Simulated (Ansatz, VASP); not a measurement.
One calculation of B, two programs

```xyz
2
Lattice="3.0246 0.0000 0.0000 -1.5123 2.6194 0.0000 0.0000 0.0000 1.8973" Properties=species:S:1:pos:R:3 pbc="T T T"
B     0.0000    1.7463    0.0000
B     1.5123    0.8731    0.0000
```

Alike in both runs: functional PBE; k mesh 12 × 12 × 6; occupations gaussian, width 0.1 eV; no spin polarisation.

Ansatz relaxed the structure, and its values are those at the end. VASP's run is a single point on that final structure, the one shown.

|  | VASP | Ansatz |
| --- | --- | --- |
| version | VASP 6.6.1 | Ansatz 0.2.0 |
| potentials or method | VASP PAW PBE potentials, release 64 (B), cutoff 520 eV | scalar-relativistic, plane waves, PAW |
| valence electrons in the cell | 6 | 6 |

|  | VASP | Ansatz | Ansatz less VASP |
| --- | --- | --- | --- |
| gap on the k mesh at the Fermi level (eV) | none | none | - |
| pressure (GPa) | 0.0 | 0.0 | -0.04 |

A gap of «none» marks a metal or a gap that the smearing closes.

The k mesh is coarse, so the values compare programs but aren't converged.
